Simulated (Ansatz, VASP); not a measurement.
# Ga3O2 in VASP and in Ansatz

```
Ga O
1.0
     2.19191    1.26550    4.73863
    -2.19191    1.26550    4.73863
     0.00000   -2.53101    4.73863
Ga O
3 2
Cartesian
  0.0000 0.0000 8.3564
  0.0000 0.0000 5.8595
  0.0000 0.0000 0.0000
  0.0000 0.0000 3.9164
  0.0000 0.0000 10.2995
```

Change from the starting cell: species swapped into the Li3In2 type (R-3m, No. 166).

Alike in both runs: functional PBE; k mesh 6 × 6 × 6; occupations gaussian, width 0.1 eV; collinear spin.

Ansatz relaxed the structure, and its values are those at the end. VASP's run is a single point on that final structure, the one shown.

```csv
,VASP,Ansatz
version,VASP 6.6.1,Ansatz 0.2.0
potentials or method,"VASP PAW PBE potentials, release 64 (Ga_d, O), cutoff 520 eV","scalar-relativistic, plane waves, PAW"
valence electrons in the cell,51,51
```

|  | VASP | Ansatz | Ansatz less VASP |
| --- | --- | --- | --- |
| gap on the k mesh at the Fermi level (eV) | none | none | - |
| pressure (GPa) | 0.1 | -0.1 | -0.20 |
| rms of the force components (eV/Å) | 0.030 | 0.009 | -0.0217 |
| net moment per atom (μB) | 0.00 | 0.00 | 0.000 |

A gap of «none» marks a metal or a gap that the smearing closes. Ansatz's warnings: seeded moment not kept.
